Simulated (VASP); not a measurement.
Write the native input for VASP 6.6.1 that does the following.

```
Task                   : single point
Functional             : LDA
Potentials or basis    : VASP PAW LDA potentials, release 64 (Ge_d)
Cutoff                 : 520 eV
k mesh                 : 8 × 8 × 8
Occupations            : gaussian, width 0.1 eV
Spin                   : no spin polarisation
Dipole correction      : no
Further INCAR settings : ALGO = Normal; EDIFF = 1e-07; NBANDS = 21
```

The structure of Ge lies in POSCAR:

```
Ge
1.0
   -2.5744897190      2.5744897190      1.3974126432
    2.5744897190     -2.5744897190      1.3974126432
    2.5744897190      2.5744897190     -1.3974126432
Ge
2
Direct
    0.2500000000      0.7500000000      0.5000000000
    0.5000000000      0.5000000000      0.0000000000
```

These files were run (other wordings do the same):

INCAR

```
SYSTEM = Ge
ALGO = Normal
EDIFF = 1E-7
ENCUT = 520
GGA = CA
ISIF = 2
ISMEAR = 0
LASPH = .TRUE.
LCHARG = .FALSE.
LREAL = .FALSE.
LWAVE = .FALSE.
NBANDS = 21
NELM = 60
PREC = Accurate
SIGMA = 0.1
```

KPOINTS

```
k-points
0
G
  8 8 8
  0 0 0
```

Potentials or basis: VASP PAW LDA potentials, release 64 (Ge_d).

The run is started by

```console
$ cat potpaw_LDA.64/Ge_d/POTCAR > POTCAR
$ mpirun -np 1 vasp_std > vasp.out
```

Results of the run:

* Pressure: -2.6 GPa
* Band gap on the k mesh: zero (band 14 reaches 8.46 eV, above the bottom of band 15 at 4.00 eV)

Wall time 29 s on 1 thread of Intel Xeon 6975P-C, with other jobs on the host, peak memory 0.17 GiB.
